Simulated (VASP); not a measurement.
# Zr2O3 (Pn-3m) in VASP: notebook, part 3 of 3

VASP 6.6.1. The steps go on from the part before.

## Step 5: Single point, PBE

This run uses another cell than the first one, of 13.03 Å³/atom.

File INCAR:

```
PREC     = Accurate       # precision mode
ENCUT    = 520            # plane-wave cutoff, eV
EDIFF    = 1E-6           # SCF threshold, eV
ISMEAR   = -1             # smearing method
SIGMA    = 0.06122561905347299 # smearing width, eV
LREAL    = False          # projectors in reciprocal space
LASPH    = True           # aspherical terms in the spheres
NELM     = 100            # most SCF steps
ALGO     = Normal         # electronic algorithm
ISIF     = 2              # what is computed and relaxed
LWAVE    = False          # write WAVECAR
LCHARG   = True           # write CHGCAR
GGA      = PE             # functional
LELF     = True           # ELF
LVHAR    = True         
NBANDS   = 53             # bands
```

File KPOINTS:

```
Automatic mesh
0
Gamma
  11 11 11
```

File POSCAR:

```
Zr2O3
1.0
    5.0694281053      0.0000000000      0.0000000000
    0.0000000000      5.0694281053      0.0000000000
    0.0000000000      0.0000000000      5.0694281053
Zr O
4 6
Direct
    0.2500000000      0.2500000000      0.2500000000
    0.7500000000      0.7500000000      0.2500000000
    0.7500000000      0.2500000000      0.7500000000
    0.2500000000      0.7500000000      0.7500000000
    0.5000000000      0.0000000000      0.0000000000
    0.0000000000      0.5000000000      0.0000000000
    0.0000000000      0.0000000000      0.5000000000
    0.5000000000      0.5000000000      0.0000000000
    0.5000000000      0.0000000000      0.5000000000
    0.0000000000      0.5000000000      0.5000000000
```

Potentials or basis: VASP PAW PBE potentials, release 64 (Zr_sv, O).

Run with:

```sh
cat potpaw_PBE.64/Zr_sv/POTCAR potpaw_PBE.64/O/POTCAR > POTCAR
mpirun -np 1 vasp_std > vasp.out
```

OUTCAR:

```text
PREC = Accurate
   ENCUT = 520
   EDIFF = 1E-6
   ISMEAR = -1
   LREAL = False
   LASPH = True
   NELM = 100
   ISIF = 2
   GGA = PE

 ion  position               nearest neighbor table
   1  0.250  0.250  0.250-   5 2.20   6 2.20   7 2.20   8 2.20   9 2.20  10 2.20   2 3.58   3 3.58
                             4 3.58   3 3.58   4 3.58   2 3.58   4 3.58   4 3.58   2 3.58   3 3.58
   2  0.750  0.750  0.250-   5 2.20   6 2.20   7 2.20   8 2.20   9 2.20  10 2.20   1 3.58   3 3.58
                             4 3.58   3 3.58   4 3.58   1 3.58   3 3.58   3 3.58   1 3.58   4 3.58
   3  0.750  0.250  0.750-   5 2.20   6 2.20   7 2.20   8 2.20   9 2.20  10 2.20   1 3.58   2 3.58
                             4 3.58   1 3.58   2 3.58   2 3.58   4 3.58   2 3.58   1 3.58   4 3.58
   4  0.250  0.750  0.750-   5 2.20   6 2.20   7 2.20   8 2.20   9 2.20  10 2.20   1 3.58   2 3.58
                             3 3.58   1 3.58   2 3.58   1 3.58   3 3.58   1 3.58   2 3.58   3 3.58
   5  0.500  0.000  0.000-   1 2.20   2 2.20   3 2.20   4 2.20
   6  0.000  0.500  0.000-   1 2.20   2 2.20   3 2.20   4 2.20
   7  0.000  0.000  0.500-   1 2.20   2 2.20   3 2.20   4 2.20
   8  0.500  0.500  0.000-   1 2.20   2 2.20   3 2.20   4 2.20
   9  0.500  0.000  0.500-   1 2.20   2 2.20   3 2.20   4 2.20
  10  0.000  0.500  0.500-   1 2.20   2 2.20   3 2.20   4 2.20

  LATTYP: Found a simple cubic cell.
 ALAT       =     5.0694281053

  Lattice vectors:

 A1 = (   5.0694281053,   0.0000000000,   0.0000000000)
 A2 = (   0.0000000000,   5.0694281053,   0.0000000000)
 A3 = (   0.0000000000,   0.0000000000,   5.0694281053)

Analysis of symmetry for initial positions (statically):
=====================================================================
 Subroutine PRICEL returns:
 Original cell was already a primitive cell.

 Routine SETGRP: Setting up the symmetry group for a
 simple cubic supercell.

 Subroutine GETGRP returns: Found 48 space group operations
 (whereof 24 operations were pure point group operations)
 out of a pool of 48 trial point group operations.

The static configuration has the point symmetry T_d .
 The point group associated with its full space group is O_h .

Analysis of symmetry for dynamics (positions and initial velocities):
=====================================================================
 Subroutine PRICEL returns:
 Original cell was already a primitive cell.

 Routine SETGRP: Setting up the symmetry group for a
 simple cubic supercell.

 Subroutine GETGRP returns: Found 48 space group operations
 (whereof 24 operations were pure point group operations)
 out of a pool of 48 trial point group operations.

The dynamic configuration has the point symmetry T_d .
 The point group associated with its full space group is O_h .

 Subroutine INISYM returns: Found 48 space group operations
 (whereof 24 operations are pure point group operations),
 and found     1 'primitive' translations

----------------------------------------------------------------------------------------

                                     Primitive cell

  volume of cell :     130.2797

  direct lattice vectors                    reciprocal lattice vectors
     5.069428105  0.000000000  0.000000000     0.197260910  0.000000000  0.000000000
     0.000000000  5.069428105  0.000000000     0.000000000  0.197260910  0.000000000
     0.000000000  0.000000000  5.069428105     0.000000000  0.000000000  0.197260910

  length of vectors
     5.069428105  5.069428105  5.069428105     0.197260910  0.197260910  0.197260910

[... 76 lines left out ...]
  0.272727  0.090909  0.090909     24.000000
 [... further k-points ...]
   k-points           NKPTS =     56   k-points in BZ     NKDIM =     56   number of bands    NBANDS=     53
   number of dos      NEDOS =    301   number of ions     NIONS =     10
   total plane-waves  NPLWV =  64000
   dimension x,y,z NGX =    40 NGY =   40 NGZ =   40
   dimension x,y,z NGXF=    80 NGYF=   80 NGZF=   80
   ions per type =               4   6
   NGX,Y,Z   is equivalent  to a cutoff of  13.12, 13.12, 13.12 a.u.
   NGXF,Y,Z  is equivalent  to a cutoff of  26.24, 26.24, 26.24 a.u.
 SYSTEM =  unknown system
   PREC   = accura    normal or accurate (medium, high low for compatibility)
   ISTART =      0    job   : 0-new  1-cont  2-samecut
   ICHARG =      2    charge: 1-file 2-atom 10-const
   ISPIN  =      1    spin polarized calculation?
   LNONCOLLINEAR =      F non collinear calculations
   LSORBIT =      F    spin-orbit coupling
   LASPH  =      T    aspherical Exc in radial PAW
   ENCUT  =  520.0 eV  38.22 Ry    6.18 a.u.   9.43  9.43  9.43*2*pi/ulx,y,z
   NELM   =    100;   NELMIN=  2; NELMDL= -5     # of ELM steps
   EDIFF  = 0.1E-05   stopping-criterion for ELM
   LREAL  =      F    real-space projection
   EDIFFG = 0.1E-04   stopping-criterion for IOM
   NSW    =      0    number of steps for IOM
   IBRION =     -1    ionic relax: 0-MD 1-quasi-New 2-CG
   NFREE  =      0    steps in history (QN), initial steepest desc. (CG)
   ISIF   =      2    stress and relaxation
   ISYM   =      2    0-nonsym 1-usesym 2-fastsym
   POTIM  = 0.5000    time-step for ionic-motion
   TEBEG  =    0.0;   TEEND  =   0.0 temperature during run
   PSTRESS=    0.0 pullay stress
   NELECT =      84.0000    total number of electrons
   NUPDOWN=      -1.0000    fix difference up-down
   EMIN   =  10.00;   EMAX   =-10.00  energy-range for DOS
   EFERMI =   0.00;   METHOD = LEGACY
   ISMEAR =    -1;   SIGMA  =   0.06  broadening in eV -4-tet -1-fermi 0-gaus
   EFERMI_NEDOS =   21; number of points for ismear=-14 and -15
   IALGO  =     38    algorithm
   IMIX   =      4    mixing-type and parameters
     AMIX     =   0.40;   BMIX     =  1.00
     AMIX_MAG =   1.60;   BMIX_MAG =  1.00
  volume/ion in A,a.u.               =      13.03        87.92
  Fermi-wavevector in a.u.,A,eV,Ry     =   1.414302  2.672644 27.215072  2.000251
  Thomas-Fermi vector in A             =   2.535859
   LORBIT       =      0    0 simple, 1 ext, 2 COOP (PROOUT), +10 PAW based schemes
   GGA     = PE    functional components
   LHFCALC =     F    Hartree Fock is set to
   AEXX    =    0.0000 exact exchange contribution
   IVDW    =     0    specifies the selected vdW correction
   LEPSILON=     F    determine dielectric tensor
   LRPA    =     F    only Hartree local field effects (RPA)
 non-spin polarized calculation
  energy-cutoff  :      520.00
  volume of cell :      130.28
 maximum number of plane-waves:      3531
 NGX is ok and might be reduce to    40
   NGX = 19   NGY = 19   NGZ = 19

 number of electron      84.0000038 magnetization

 Free energy of the ion-electron system (eV)
  ---------------------------------------------------
  ext. energy  EPLUGINS =         0.00000000
  ---------------------------------------------------
  free energy    TOTEN  =       -93.57910429 eV

  energy without entropy =      -93.56396048  energy(sigma->0) =      -93.57153239

 E-fermi :   9.5454     XC(G=0): -11.2948

 val. band max:        9.5450645520   @ k =   0.4545   0.3636   0.3636
 cond. band min:       9.6210863101   @ k =   0.1818   0.0000   0.0000
 fundamental gap:      0.0760217580
 Fermi energy:         9.5453529913

 k-point     1 :       0.0000    0.0000    0.0000
  band No.  band energies     occupation
      1     -41.2376      2.00000
      2     -41.1758      2.00000
      3     -41.1758      2.00000
      4     -41.1758      2.00000
      5     -19.9353      2.00000
      6     -19.9353      2.00000
[... 1333 lines left out ...]
     52      12.1153      0.00000
     53      12.8918      0.00000

 [... further k-points ...]
[... 5 lines left out ...]
  --------------------------------------------------------------------------------------
  -------------------------------------------------------------------------------------
  Total        0.1882477      0.1882477      0.1882477      0.0000000     -0.0000000      0.0000000
  in kB        2.3150654      2.3150654      2.3150654      0.0000000     -0.0000000      0.0000000
  external PRESSURE =       2.3150654 kB  Pullay stress =       0.0000000 kB

 VOLUME and BASIS-vectors are now :
 -----------------------------------------------------------------------------
  energy-cutoff  :      520.00
  volume of cell :      130.28
      direct lattice vectors                 reciprocal lattice vectors
     5.069428105  0.000000000  0.000000000     0.197260910  0.000000000  0.000000000
     0.000000000  5.069428105  0.000000000     0.000000000  0.197260910  0.000000000
     0.000000000  0.000000000  5.069428105     0.000000000  0.000000000  0.197260910

 POSITION                                       TOTAL-FORCE (eV/Angst)
 -----------------------------------------------------------------------------------
      1.26736      1.26736      1.26736        -0.000000      0.000000      0.000000
      3.80207      3.80207      1.26736        -0.000000     -0.000000      0.000000
      3.80207      1.26736      3.80207        -0.000000     -0.000000     -0.000000
      1.26736      3.80207      3.80207         0.000000      0.000000     -0.000000
      2.53471      0.00000      0.00000         0.000000      0.000000      0.000000
      0.00000      2.53471      0.00000         0.000000      0.000000      0.000000
      0.00000      0.00000      2.53471        -0.000000     -0.000000      0.000000
      2.53471      2.53471      0.00000         0.000000      0.000000      0.000000
      2.53471      0.00000      2.53471        -0.000000      0.000000      0.000000
      0.00000      2.53471      2.53471         0.000000     -0.000000      0.000000
 -----------------------------------------------------------------------------------
    total drift:                               -0.000000      0.000000     -0.000000

  FREE ENERGIE OF THE ION-ELECTRON SYSTEM (eV)
  ---------------------------------------------------
  free  energy   TOTEN  =       -93.5791042939 eV

  energy  without entropy=      -93.5639604796  energy(sigma->0) =      -93.57153239
```

Wall time 2.7 min (1 thread of Intel Xeon 6975P-C (Granite Rapids), shared host); peak memory 0.41 GiB.

What came out:

| Quantity | Value |
| --- | --- |
| Free energy | -93.5791 eV |
| Pressure | 0.2 GPa |
| Band gap on the k mesh | zero (bands 42 and 43 overlap by 0.40 eV) |

Levels at points of the mesh, in eV from the Fermi level:
```tsv
k point	band 38	band 39	band 40	band 41	band 42	band 43	band 44	band 45	band 46	band 47
(0.00, 0.00, 0.00)	-3.61	-3.47	-3.47	-3.47	-0.15	-0.15	-0.15	0.62	0.62	1.51
```

## Step 6: Single point, PBE

This run uses another cell than the first one, of 12.51 Å³/atom.

File INCAR:

```
SYSTEM = Zr2O3
ALGO = Normal
EDIFF = 1E-7
ENCUT = 520
GGA = PE
ISIF = 2
ISMEAR = -1
LASPH = .TRUE.
LCHARG = .TRUE.
LELF = .TRUE.
LREAL = .FALSE.
LVHAR = .TRUE.
LWAVE = .FALSE.
NBANDS = 53
NELM = 80
PREC = Accurate
SIGMA = 0.06122561905347299
```

File KPOINTS:

```
k-points
0
G
  11 11 11
  0 0 0
```

POSCAR, as its differences from that of step 5:

```diff
@@ -2,5 +2,5 @@
 1.0
-    5.0694281053      0.0000000000      0.0000000000
-    0.0000000000      5.0694281053      0.0000000000
-    0.0000000000      0.0000000000      5.0694281053
+    5.0009139213      0.0000000000      0.0000000000
+    0.0000000000      5.0009139213      0.0000000000
+    0.0000000000      0.0000000000      5.0009139213
 Zr O
```

Potentials or basis: VASP PAW PBE potentials, release 64 (Zr_sv, O).

Run with:

```sh
cat potpaw_PBE.64/Zr_sv/POTCAR potpaw_PBE.64/O/POTCAR > POTCAR
mpirun -np 1 vasp_std > vasp.out
```

Run time: 12 min. Hardware: 1 thread of Oxide Virtual Turin-like, shared host; peak memory 0.38 GiB.

Results (log left out):

```yaml
Free_energy: -93.4257 eV
Pressure: 9.1 GPa
Band_gap_on_the_k_mesh: zero (bands 42 and 43 overlap by 0.44 eV)
```

Levels at points of the mesh, in eV from the Fermi level:
```
           k point  band 40  band 41  band 42  band 43  band 44  band 45
(0.00, 0.00, 0.00)    -3.58    -3.58    -0.17    -0.17    -0.17     0.64
```

Caveat: the cell stands under pressure.

## Step 7: Single point, PBE

This run uses another cell than the first one, of 12.51 Å³/atom.

File INCAR:

```
PREC = Accurate
ENCUT = 520
EDIFF = 1E-6
ISMEAR = -1
SIGMA = 0.06122561905347299
LREAL = F
LASPH = T
NELM = 100
ALGO = Normal
ISIF = 2
LWAVE = F
LCHARG = F
GGA = PE
NBANDS = 53
```

File KPOINTS:

```
regular mesh
0
Gamma
  11 11 11
```

POSCAR is that of step 6.

Run with:

```sh
cat potpaw_PBE.64/Zr_sv/POTCAR potpaw_PBE.64/O/POTCAR > POTCAR
mpirun -np 1 vasp_std > vasp.out
```

Run time: 8.6 min. Hardware: 1 thread of Oxide Virtual Turin-like, shared host; peak memory 0.37 GiB.

The run converged. Its results:

```
Free energy            : -93.4257 eV
Pressure               : 9.1 GPa
Band gap on the k mesh : zero (bands 42 and 43 overlap by 0.44 eV)
```

Levels at points of the mesh, in eV from the Fermi level:
```
           k point  band 38  band 39  band 40  band 41  band 42  band 43  band 44  band 45  band 46  band 47
(0.00, 0.00, 0.00)    -3.76    -3.58    -3.58    -3.58    -0.17    -0.17    -0.17     0.64     0.64     1.57
```

Caveat: the cell stands under pressure.

## Step 8: Summary

| cell | gap on the mesh (eV) | pressure (GPa) |
| --- | --- | --- |
| a = 4.966 Å, 10 atoms | none | 14.2 |
| a = 5.069 Å, 10 atoms | none | 0.2 |
| a = 5.001 Å, 10 atoms | none | 9.1 |

Alike in all rows: task single point; level PBE; potentials or basis VASP PAW PBE potentials, release 64 (Zr_sv, O); no spin polarisation; k mesh 11 × 11 × 11; cutoff (eV) 520; smearing fermi-dirac 0.0612256 eV.

Caveats: the cell stands under pressure (at least some runs).

Total energies depend on the potentials used, so only differences within one code and one set of settings carry meaning.

The gap in the log of VASP goes by the Fermi energy; the results here count the filled bands.